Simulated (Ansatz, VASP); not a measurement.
**Ge in VASP and in Ansatz**

```xyz
2
Lattice="0.0000 2.8661 2.8661 2.8661 0.0000 2.8661 2.8661 2.8661 0.0000" Properties=species:S:1:pos:R:3 pbc="T T T"
Ge    4.2992    4.2992    4.2992
Ge    2.8661    2.8661    2.8661
```

Alike in both runs: task single point; functional r2SCAN50; k mesh 4 × 4 × 4; occupations fermi-dirac, width 0.05 eV; no spin polarisation.

|  | VASP | Ansatz |
| --- | --- | --- |
| version | VASP 6.6.1 | Ansatz 0.2.0 |
| potentials or method | VASP PAW PBE potentials, release 64 (Ge_d) | Ansatz PAW |
| plane-wave cutoff (eV) | 520 | 500 |
| valence electrons in the cell | 28 | 28 |

```csv
,VASP,Ansatz,Ansatz less VASP
gap on the k mesh at the Fermi level (eV),2.83,2.73,-0.105
least direct gap on the mesh (eV),2.83,2.73,-0.106
pressure (GPa),-4.8,-4.9,-0.05
```

VASP's potentials were made for PBE, not for r2SCAN50.

The k mesh is coarse, so the values compare programs but aren't converged.
